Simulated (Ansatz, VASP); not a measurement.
**One calculation of CuO, two programs**

File INCAR:

```
ALGO = Normal ; EDIFF = 1E-7
ENCUT = 520 ; GGA = PS
ISIF = 2 ; ISMEAR = -1
LASPH = T ; LCHARG = F
LREAL = F ; LWAVE = F
NBANDS = 34 ; NELM = 60
PREC = Accurate ; SIGMA = 0.05
```

File KPOINTS:

```
k-points
0
Gamma
  6 6 6
```

POSCAR

```
CuO
1.0
    4.1609370000      0.0000000000      0.0000000000
    0.0000000000      4.1609370000      0.0000000000
    0.0000000000      0.0000000000      3.8876430000
Cu O
3 3
Direct
    0.5000000000      0.0000000000      0.5000000000
    0.0000000000      0.5000000000      0.5000000000
    0.0000000000      0.0000000000      0.0000000000
    0.0000000000      0.0000000000      0.5000000000
    0.5000000000      0.0000000000      0.0000000000
    0.0000000000      0.5000000000      0.0000000000
```

input.yaml

```yaml
crystal:
  lattice:
    - [4.160937, 0.0, 0.0]
    - [0.0, 4.160937, 0.0]
    - [0.0, 0.0, 3.887643]
  atoms:
    - { symbol: Cu, position: [0.5, 0.0, 0.5] }
    - { symbol: Cu, position: [0.0, 0.5, 0.5] }
    - { symbol: Cu, position: [0.0, 0.0, 0.0] }
    - { symbol: O, position: [0.0, 0.0, 0.5] }
    - { symbol: O, position: [0.5, 0.0, 0.0] }
    - { symbol: O, position: [0.0, 0.5, 0.0] }
hamiltonian:
  xc: pbesol
  pseudopotentials: { kind: paw }
kpoints:
  mp_grid: { grid: [6, 6, 6] }
scf:
  occupations: { method: fermi_dirac, width: 0.05 }
  n_extra_bands: 15
output:
  forces: true
  stress: true
  eigenvalues: true
  dos: { projected: false, de: 0.05, nscf_kmesh: { grid: [9, 9, 9] } }
```

Alike in both runs: functional PBEsol; k mesh 6 × 6 × 6; occupations fermi-dirac, width 0.05 eV; no spin polarisation.

|  | VASP | Ansatz |
| --- | --- | --- |
| version | VASP 6.6.1 | Ansatz 0.2.0 |
| potentials or method | VASP PAW PBE potentials, release 64 (Cu, O) | Ansatz PAW |
| plane-wave cutoff (eV) | 520 | 420 |
| valence electrons in the cell | 51 | 75 |
| task | single point | density of states |

```tsv
	VASP	Ansatz	Ansatz less VASP
gap on the k mesh at the Fermi level (eV)	none	none	-
pressure (GPa)	-4.8	-5.4	-0.59
traceless stress, the component that is largest in VASP (GPa)	-2.73	-3.26	-0.523
```

VASP's potentials were made for PBE, not for PBEsol. A gap of «none» marks a metal or a gap that the smearing closes. VASP's potentials hold 51 valence electrons a cell and Ansatz's 75, so a difference there can come from the potentials and not from the codes.
